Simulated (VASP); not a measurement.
NaB3:

```xyz
4
Lattice="3.4825 0.0000 0.0000 0.0000 3.4825 0.0000 0.0000 0.0000 3.3972" Properties=species:S:1:pos:R:3 pbc="T T T"
Na    0.0000    0.0000    0.0000
B     0.0000    1.7412    1.6986
B     1.7412    0.0000    1.6986
B     1.7412    1.7412    0.0000
```

```yaml
Program: VASP 6.6.1
Task: relaxation of cell and atoms
Functional: PBE
Potentials_or_basis: VASP PAW PBE potentials, release 64 (Na_pv, B)
Cutoff: 600 eV
k_mesh: 6 × 6 × 6
Occupations: gaussian, width 0.1 eV
Spin: no spin polarisation
```

At the start: pressure -10.8 GPa; volume 10.30 Å³/atom.

How do energy, volume and symmetry change on relaxing?

Over 6 steps the energy falls by 53.3 meV/atom and the volume is 8.98 Å³/atom (-12.9 %); space group Pm-3m (No. 221, to 0.05 Å).

Step by step:
```csv
step,energy change (eV),largest force (eV/Å),pressure (GPa),volume (Å³)
1,0.0000,0.0000,-10.81,41.20
2,-0.1955,0.0000,-3.58,37.19
3,-0.2112,0.0000,-0.15,35.98
4,-0.2113,0.0000,0.20,35.88
5,-0.2130,0.0000,0.11,35.89
6,-0.2134,0.0000,0.07,35.90
```

Final structure:
```yaml
crystal:
  lattice:
    - [3.29876, 0.00000, 0.00000]
    - [0.00000, 3.29876, 0.00000]
    - [0.00000, 0.00000, 3.29918]
  atoms:
    - { symbol: Na, position: [0.00000, 0.00000, 0.00000] }
    - { symbol: B, position: [0.00000, 0.50000, 0.50000] }
    - { symbol: B, position: [0.50000, 0.00000, 0.50000] }
    - { symbol: B, position: [0.50000, 0.50000, 0.00000] }
```
